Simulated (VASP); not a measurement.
The system is LiH.

```xyz
2
Lattice="2.5017 0.0717 0.0000 0.0717 2.5017 0.0000 0.0000 0.0000 2.5017" Properties=species:S:1:pos:R:3 pbc="T T T"
Li    0.0000    0.0000    0.0000
H     1.2867    1.2867    1.2508
```

This cell differs from its parent crystal: shear xy strain +5.7%.

Base run:

| Item | Value |
| --- | --- |
| Program | VASP 6.6.1 |
| Functional | PBE |
| Potentials or basis | VASP PAW PBE potentials, release 64 (Li_sv, H) |
| Cutoff | 520 eV |
| k mesh | 10 × 10 × 10 |
| Occupations | fermi-dirac, width 0.02 eV |
| Spin | no spin polarisation |

Its results: band gap on the k mesh 0.80 eV, indirect (least direct gap 3.71 eV).

Problem. The run is repeated on the same cell with these changes: functional from PBE to r2SCAN; occupations from fermi-dirac, width 0.02 eV to gaussian, width 0.01 eV. What comes out?

Solution. Band gap on the k mesh 1.37 eV, indirect (least direct gap 4.36 eV).

A k mesh can miss the band edges.
